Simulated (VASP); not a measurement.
Ni: single point with PBE

The system is Ni.

```
Ni
1.0
     0.00000    2.04049    1.58314
     1.65350    0.00000    1.58314
     1.65350    2.04049    0.00000
Ni
1
Direct
  0.00000 0.00000 0.00000
```

This cell differs from its parent crystal: strain +e along x and -e along y -0.1100, strain +e along z and -e/2 along x and y -0.1000.

```json
{
 "Program": "VASP 6.6.1",
 "Task": "single point",
 "Functional": "PBE",
 "Potentials or basis": "VASP PAW PBE potentials, release 64 (Ni)",
 "Cutoff": "520 eV",
 "k mesh": "22 × 22 × 22",
 "Occupations": "gaussian, width 0.15 eV",
 "Spin": "collinear spin, ferromagnetic start",
 "Starting moments": "[0.75] μB"
}
```

| Item | Value |
| --- | --- |
| Pressure | 9.2 GPa |
| Net moment | 0.52 μB per cell |
| Site moments | Ni +0.53 μB |
| Valence electrons inside the program's atomic spheres | Ni 9.37 |

Stress tensor (GPa, compression positive):
```
 22.99   0.00   0.00
  0.00 -16.82   0.00
  0.00   0.00  21.51
```

Levels at points of the mesh, in eV from the Fermi level:
Spin up:
```tsv
k point	band 2	band 3	band 4	band 5	band 6	band 7	band 8	band 9
(0.00, 0.00, 0.00)	-3.30	-2.13	-1.73	-1.55	-0.53	24.99	25.00	28.81
(0.50, 0.00, 0.00)	-3.02	-1.66	-0.63	-0.28	-0.09	6.21	17.87	23.83
(0.50, 0.50, 0.00)	-4.03	-0.88	-0.54	0.29	5.20	12.25	13.08	13.28
(0.50, 0.00, 0.50)	-4.17	-0.47	-0.38	-0.33	-0.30	5.69	19.17	19.36
(0.00, 0.50, 0.50)	-3.86	-0.96	-0.65	0.31	3.95	10.99	14.44	14.48
```
Spin down:
```csv
k point,band 1,band 2,band 3,band 4,band 5,band 6,band 7,band 8,band 9,band 10
"(0.00, 0.00, 0.00)",-9.09,-2.76,-1.64,-1.10,-0.96,0.05,24.89,24.90,28.85,29.57
"(0.50, 0.00, 0.00)",-4.41,-2.52,-1.11,-0.12,0.01,0.33,6.54,17.88,23.93,26.69
"(0.50, 0.50, 0.00)",-4.33,-3.57,-0.21,0.01,0.96,5.20,12.43,13.14,13.28,18.57
"(0.50, 0.00, 0.50)",-4.64,-3.67,-0.50,0.27,0.29,0.36,5.98,19.18,19.39,23.81
"(0.00, 0.50, 0.50)",-4.37,-3.36,-0.33,-0.12,0.98,3.94,11.20,14.46,14.50,19.62
```

Run time: 3.7 min on 1 thread of Intel(R) Xeon(R) 6975P-C (Granite Rapids) (shared host), peak memory 0.44 GiB.

Caveat: the cell differs from its parent crystal (strain +e along x and -e along y -0.1100, strain +e along z and -e/2 along x and y -0.1000); the cell stands under pressure.
